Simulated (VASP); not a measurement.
# Rh (Fm-3m) in VASP: notebook

Runs on Rh. Level: PBE. Tasks: single point.

All numbers are computed with VASP 6.6.1; they aren't measurements. Logs are shortened: lines on timing, memory, paths and dates and some standing lists are left out, and cuts for length are marked.

### 1 The cell of the first run

The structure is cubic, space group Fm-3m (No. 225). Conventional cell: a = 3.585 Å, b = 3.585 Å, c = 3.585 Å, α = 90.00°, β = 90.00°, γ = 90.00°. Rh (site symmetry m-3m) has 12 Rh at 2.53 Å within 3.3 Å.

### 2 Single point, PBE, collinear spin, ferromagnetic start (11.52 Å³/atom)

INCAR reads:

```
  ALGO = Normal
  EDIFF = 1E-6
  ENCUT = 520
  GGA = PE
  ISIF = 2
  ISMEAR = 0
  ISPIN = 2
  LASPH = T
  LCHARG = F
  LMAXMIX = 4
  LORBIT = 11
  LREAL = F
  LWAVE = F
  MAGMOM = 0.625
  NBANDS = 18
  NELM = 150
  NUPDOWN = 0.625
  PREC = Accurate
  SIGMA = 0.15
```

KPOINTS reads:

```
k-points
0
Gamma
  22 22 22
```

POSCAR reads:

```
Rh
1.0
    0.0000000000      1.7924581564      1.7924581564
    1.7924581564      0.0000000000      1.7924581564
    1.7924581564      1.7924581564      0.0000000000
Rh
1
Direct
    0.0000000000      0.0000000000      0.0000000000
```

Potentials or basis: VASP PAW PBE potentials, release 64 (Rh_pv).

Launch:

```sh
$ cat potpaw_PBE.64/Rh_pv/POTCAR > POTCAR
$ mpirun -np 1 vasp_std > vasp.out
```

OUTCAR:

```text
EDIFF = 1E-6
   ENCUT = 520
   GGA = PE
   ISIF = 2
   ISMEAR = 0
   ISPIN = 2
   LASPH = T
   LORBIT = 11
   LREAL = F
   NELM = 150
   NUPDOWN = 0.625
   PREC = Accurate

 ion  position               nearest neighbor table
   1  0.000  0.000  0.000-

  LATTYP: Found a face centered cubic cell.
 ALAT       =     3.5849163128

  Lattice vectors:

 A1 = (   0.0000000000,   1.7924581564,   1.7924581564)
 A2 = (   1.7924581564,   0.0000000000,   1.7924581564)
 A3 = (   1.7924581564,   1.7924581564,   0.0000000000)

Analysis of symmetry for initial positions (statically):
=====================================================================
 Subroutine PRICEL returns:
 Original cell was already a primitive cell.

 Routine SETGRP: Setting up the symmetry group for a
 face centered cubic supercell.

 Subroutine GETGRP returns: Found 48 space group operations
 (whereof 48 operations were pure point group operations)
 out of a pool of 48 trial point group operations.

The static configuration has the point symmetry O_h .

Analysis of symmetry for dynamics (positions and initial velocities):
=====================================================================
 Subroutine PRICEL returns:
 Original cell was already a primitive cell.

 Routine SETGRP: Setting up the symmetry group for a
 face centered cubic supercell.

 Subroutine GETGRP returns: Found 48 space group operations
 (whereof 48 operations were pure point group operations)
 out of a pool of 48 trial point group operations.

The dynamic configuration has the point symmetry O_h .

Analysis of structural, dynamic, and magnetic symmetry:
=====================================================================
 Subroutine PRICEL returns:
 Original cell was already a primitive cell.

 Routine SETGRP: Setting up the symmetry group for a
 face centered cubic supercell.

 Subroutine GETGRP returns: Found 48 space group operations
 (whereof 48 operations were pure point group operations)
 out of a pool of 48 trial point group operations.

The overall configuration has the point symmetry O_h .

 Subroutine INISYM returns: Found 48 space group operations
 (whereof 48 operations are pure point group operations),
 and found     1 'primitive' translations

----------------------------------------------------------------------------------------

                                     Primitive cell

  volume of cell :      11.5180

  direct lattice vectors                    reciprocal lattice vectors
     0.000000000  1.792458156  1.792458156    -0.278946540  0.278946540  0.278946540
     1.792458156  0.000000000  1.792458156     0.278946540 -0.278946540  0.278946540
     1.792458156  1.792458156  0.000000000     0.278946540  0.278946540 -0.278946540

  length of vectors
     2.534918635  2.534918635  2.534918635     0.483149579  0.483149579  0.483149579

  position of ions in fractional coordinates (direct lattice)
     0.000000000  0.000000000  0.000000000

  ion indices of the primitive-cell ions
   primitive index   ion index
                 1           1

----------------------------------------------------------------------------------------

 KPOINTS: k-points

Automatic generation of k-mesh.
 Grid dimensions read from file:
 generate k-points for:   22   22   22

 Generating k-lattice:

  Cartesian coordinates                     Fractional coordinates (reciprocal lattice)
    -0.012679388  0.012679388  0.012679388     0.045454545  0.000000000  0.000000000
     0.012679388 -0.012679388  0.012679388     0.000000000  0.045454545  0.000000000
     0.012679388  0.012679388 -0.012679388     0.000000000  0.000000000  0.045454545

  Length of vectors
     0.021961345  0.021961345  0.021961345

  Shift w.r.t. Gamma in fractional coordinates (k-lattice)
     0.000000000  0.000000000  0.000000000

 Subroutine IBZKPT returns following result:
 ===========================================

 Found    328 irreducible k-points:

 Following reciprocal coordinates:
            Coordinates               Weight
  0.000000  0.000000  0.000000      1.000000
  0.045455  0.000000  0.000000      8.000000
  0.090909  0.000000  0.000000      8.000000
  0.136364  0.000000  0.000000      8.000000
  0.181818  0.000000  0.000000      8.000000
  0.227273  0.000000  0.000000      8.000000
[... 16 lines left out ...]
  0.500000  0.045455  0.000000     24.000000
 -0.454545  0.045455  0.000000     24.000000
 [... further k-points ...]
   k-points           NKPTS =    328   k-points in BZ     NKDIM =    328   number of bands    NBANDS=     18
   number of dos      NEDOS =    301   number of ions     NIONS =      1
   total plane-waves  NPLWV =   8000
   dimension x,y,z NGX =    20 NGY =   20 NGZ =   20
   dimension x,y,z NGXF=    40 NGYF=   40 NGZF=   40
   ions per type =               1
   NGX,Y,Z   is equivalent  to a cutoff of  13.12, 13.12, 13.12 a.u.
   NGXF,Y,Z  is equivalent  to a cutoff of  26.23, 26.23, 26.23 a.u.
 SYSTEM =  unknown system
   PREC   = accura    normal or accurate (medium, high low for compatibility)
   ISTART =      0    job   : 0-new  1-cont  2-samecut
   ICHARG =      2    charge: 1-file 2-atom 10-const
   ISPIN  =      2    spin polarized calculation?
   LNONCOLLINEAR =      F non collinear calculations
   LSORBIT =      F    spin-orbit coupling
   LASPH  =      T    aspherical Exc in radial PAW
   ENCUT  =  520.0 eV  38.22 Ry    6.18 a.u.   4.71  4.71  4.71*2*pi/ulx,y,z
   NELM   =    150;   NELMIN=  2; NELMDL= -5     # of ELM steps
   EDIFF  = 0.1E-05   stopping-criterion for ELM
   LREAL  =      F    real-space projection
   EDIFFG = 0.1E-04   stopping-criterion for IOM
   NSW    =      0    number of steps for IOM
   IBRION =     -1    ionic relax: 0-MD 1-quasi-New 2-CG
   NFREE  =      0    steps in history (QN), initial steepest desc. (CG)
   ISIF   =      2    stress and relaxation
   ISYM   =      2    0-nonsym 1-usesym 2-fastsym
   POTIM  = 0.5000    time-step for ionic-motion
   TEBEG  =    0.0;   TEEND  =   0.0 temperature during run
   PSTRESS=    0.0 pullay stress
   NELECT =      15.0000    total number of electrons
   NUPDOWN=       0.6250    fix difference up-down
   EMIN   =  10.00;   EMAX   =-10.00  energy-range for DOS
   EFERMI =   0.00;   METHOD = LEGACY
   ISMEAR =     0;   SIGMA  =   0.15  broadening in eV -4-tet -1-fermi 0-gaus
   EFERMI_NEDOS =   21; number of points for ismear=-14 and -15
   IALGO  =     38    algorithm
   IMIX   =      4    mixing-type and parameters
     AMIX     =   0.40;   BMIX     =  1.00
     AMIX_MAG =   1.60;   BMIX_MAG =  1.00
  volume/ion in A,a.u.               =      11.52        77.73
  Fermi-wavevector in a.u.,A,eV,Ry     =   1.787775  3.378405 43.486124  3.196140
  Thomas-Fermi vector in A             =   2.851086
   LORBIT       =     11    0 simple, 1 ext, 2 COOP (PROOUT), +10 PAW based schemes
   GGA     = PE    functional components
   LHFCALC =     F    Hartree Fock is set to
   AEXX    =    0.0000 exact exchange contribution
   IVDW    =     0    specifies the selected vdW correction
   LEPSILON=     F    determine dielectric tensor
   LRPA    =     F    only Hartree local field effects (RPA)
 spin polarized calculation
 Gauss-broadening in eV      SIGMA  =   0.15
  energy-cutoff  :      520.00
  volume of cell :       11.52
 maximum number of plane-waves:       331
   NGX =  9   NGY =  9   NGZ =  9

 number of electron      15.0000001 magnetization       0.6250000

 Free energy of the ion-electron system (eV)
  ---------------------------------------------------
  ext. energy  EPLUGINS =         0.00000000
  ---------------------------------------------------
  free energy    TOTEN  =        -6.58966311 eV

  energy without entropy =       -6.57555637  energy(sigma->0) =       -6.58260974

 E-fermi :  15.0262     XC(G=0): -15.1996

 val. band max:       15.8016875020   @ k =   0.4091   0.0909   0.0000
 cond. band min:      15.0276711205   @ k =   0.3182   0.0455   0.0000
 fundamental gap:     -0.7740163815
 Fermi energy:        15.8063731669

 spin component 1

 k-point     1 :       0.0000    0.0000    0.0000
  band No.  band energies     occupation
      1     -31.4397      1.00000
      2     -31.4397      1.00000
      3     -31.4397      1.00000
      4       6.1070      1.00000
      5      11.2384      1.00000
      6      11.2384      1.00000
[... 10 lines left out ...]
     17      52.2649      0.00000
     18      52.2649      0.00000

 k-point     2 :       0.0455    0.0000    0.0000
  band No.  band energies     occupation
      1     -31.4681      1.00000
      2     -31.4433      1.00000
      3     -31.4433      1.00000
      4       6.2073      1.00000
      5      11.1881      1.00000
      6      11.2808      1.00000
[... 10 lines left out ...]
     17      51.9271      0.00000
     18      51.9271      0.00000
[... 442 lines left out ...]
 k-point    24 :      -0.4545    0.0455    0.0000
  band No.  band energies     occupation
      1     -32.7454      1.00000
      2     -31.6378      1.00000
      3     -31.6169      1.00000
      4       7.6691      1.00000
      5      11.0451      1.00000
      6      11.1750      1.00000
[... 10 lines left out ...]
     17      50.7988      0.00000
     18      57.5236      0.00000

 [... further k-points ...]

 spin component 2

 k-point     1 :       0.0000    0.0000    0.0000
  band No.  band energies     occupation
      1     -30.9249      1.00000
      2     -30.9249      1.00000
      3     -30.9249      1.00000
      4       6.2300      1.00000
      5      11.6623      1.00000
      6      11.6623      1.00000
[... 10 lines left out ...]
     17      52.4575      0.00000
     18      52.4575      0.00000

 k-point     2 :       0.0455    0.0000    0.0000
  band No.  band energies     occupation
      1     -30.9536      1.00000
      2     -30.9285      1.00000
      3     -30.9285      1.00000
      4       6.3304      1.00000
      5      11.6096      1.00000
      6      11.7050      1.00000
[... 10 lines left out ...]
     17      52.1229      0.00000
     18      52.1229      0.00000
[... 442 lines left out ...]
 k-point    24 :      -0.4545    0.0455    0.0000
  band No.  band energies     occupation
      1     -32.2459      1.00000
      2     -31.1247      1.00000
      3     -31.1036      1.00000
      4       7.9695      1.00000
      5      11.4782      1.00000
      6      11.6125      1.00000
[... 10 lines left out ...]
     17      50.9200      0.00000
     18      57.7152      0.00000

 [... further k-points ...]

------------------------ aborting loop because EDIFF is reached ----------------------------------------

  FORCE on cell =-STRESS in cart. coord.  units (eV):
  Direction    XX          YY          ZZ          XY          YZ          ZX
  --------------------------------------------------------------------------------------
  -------------------------------------------------------------------------------------
  Total        6.4347772      6.4347772      6.4347772      0.0000000      0.0000000      0.0000000
  in kB      895.0906606    895.0906606    895.0906606      0.0000000      0.0000000      0.0000000
  external PRESSURE =     895.0906606 kB  Pullay stress =       0.0000000 kB

 VOLUME and BASIS-vectors are now :
 -----------------------------------------------------------------------------
  energy-cutoff  :      520.00
  volume of cell :       11.52
      direct lattice vectors                 reciprocal lattice vectors
     0.000000000  1.792458156  1.792458156    -0.278946540  0.278946540  0.278946540
     1.792458156  0.000000000  1.792458156     0.278946540 -0.278946540  0.278946540
     1.792458156  1.792458156  0.000000000     0.278946540  0.278946540 -0.278946540

 POSITION                                       TOTAL-FORCE (eV/Angst)
 -----------------------------------------------------------------------------------
      0.00000      0.00000      0.00000         0.000000     -0.000000      0.000000
 -----------------------------------------------------------------------------------
    total drift:                               -0.000000     -0.000000     -0.000000

  FREE ENERGIE OF THE ION-ELECTRON SYSTEM (eV)
  ---------------------------------------------------
  free  energy   TOTEN  =        -6.5896631104 eV

  energy  without entropy=       -6.5755563734  energy(sigma->0) =       -6.58260974

 total charge

# of ion       s       p       d       tot
------------------------------------------
    1        0.498   6.432   7.265  14.195

 magnetization (x)

# of ion       s       p       d       tot
------------------------------------------
    1        0.002   0.008   0.602   0.612
```

It took 66 s on 1 thread of AMD EPYC 9R45 (Zen 5), shared host; peak memory 0.18 GiB.

Results:

| Item | Value |
| --- | --- |
| Free energy | -6.5897 eV |
| Pressure | 89.5 GPa |
| Net moment | 0.62 μB per cell |
| Site moments | Rh +0.61 μB |
| Valence electrons inside the program's atomic spheres | Rh 14.20 |

Caveat: the cell stands under pressure; the total moment is fixed, so each spin has its own Fermi level.

### 3 Single point, PBE, collinear spin, ferromagnetic start (11.52 Å³/atom)

INCAR reads:

```
SYSTEM = Rh
  PREC = Accurate
  ENCUT = 520
  EDIFF = 1E-6
  ISMEAR = 0
  SIGMA = 0.15
  LREAL = .FALSE.
  LASPH = .TRUE.
  NELM = 150
  ALGO = Normal
  ISIF = 2
  LWAVE = .FALSE.
  LCHARG = .FALSE.
  ISPIN = 2
  MAGMOM = 0.375
  LORBIT = 11
  NUPDOWN = 0.375
  LMAXMIX = 4
  GGA = PE
  NBANDS = 18
```

KPOINTS reads:

```
Automatic mesh
0
G
  22 22 22
  0 0 0
```

POSCAR is that of step 2.

Potentials or basis: VASP PAW PBE potentials, release 64 (Rh_pv).

Launch:

```sh
$ cat potpaw_PBE.64/Rh_pv/POTCAR > POTCAR
$ mpirun -np 1 vasp_std > vasp.out
```

Run time: 60 s. Hardware: 1 thread of AMD EPYC 9R45 (Zen 5), shared host; peak memory 0.18 GiB.

Results (log left out):

```yaml
Free_energy: -6.6698 eV
Pressure: 86.5 GPa
Net_moment: 0.38 μB per cell
Site_moments: Rh +0.37 μB
Valence_electrons_inside_the_program's_atomic_spheres: Rh 14.19
```

Caveat: the cell stands under pressure; the total moment is fixed, so each spin has its own Fermi level.

(Continued in part 2 of 2.)
